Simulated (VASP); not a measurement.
Wanted: the native input for a VASP 6.6.1 run.

- Task: single point
- Functional: LDA
- Potentials or basis: VASP PAW LDA potentials, release 64 (Ag, Cl)
- Cutoff: 520 eV
- k mesh: 8 × 8 × 8
- Occupations: fermi-dirac, width 0.05 eV
- Spin: no spin polarisation
- Dipole correction: no
- Further INCAR settings: ALGO = Normal; EDIFF = 1e-06; NBANDS = 16

The structure of AgCl (Chlorargyrite) lies in POSCAR:

```
AgCl
1.0
    0.0000000000      2.6980360093      2.6980360093
    2.6980360093      0.0000000000      2.6980360093
    2.6980360093      2.6980360093      0.0000000000
Ag Cl
1 1
Direct
    0.0000000000      0.0000000000      0.0000000000
    0.5000000000      0.5000000000      0.5000000000
```

The input as run:

INCAR

```
SYSTEM = AgCl
PREC = Accurate ; ENCUT = 520
EDIFF = 1E-6 ; ISMEAR = -1
SIGMA = 0.05 ; LREAL = .FALSE.
LASPH = .TRUE. ; NELM = 100
ALGO = Normal ; ISIF = 2
LWAVE = .FALSE. ; LCHARG = .FALSE.
GGA = CA ; NBANDS = 16
```

KPOINTS

```
Automatic mesh
0
G
  8 8 8
  0 0 0
```

Potentials or basis: VASP PAW LDA potentials, release 64 (Ag, Cl).

Run with:

```sh
$ cat potpaw_LDA.64/Ag/POTCAR potpaw_LDA.64/Cl/POTCAR > POTCAR
$ mpirun -np 1 vasp_std > vasp.out
```

It gave:

```json
{
 "Pressure": "-1.5 GPa",
 "Band gap on the k mesh": "0.65 eV, indirect (least direct gap 3.27 eV)"
}
```

It used 22 s of CPU time on 1 thread of AMD EPYC 7R13 Processor (Zen 3), with other jobs on the host.
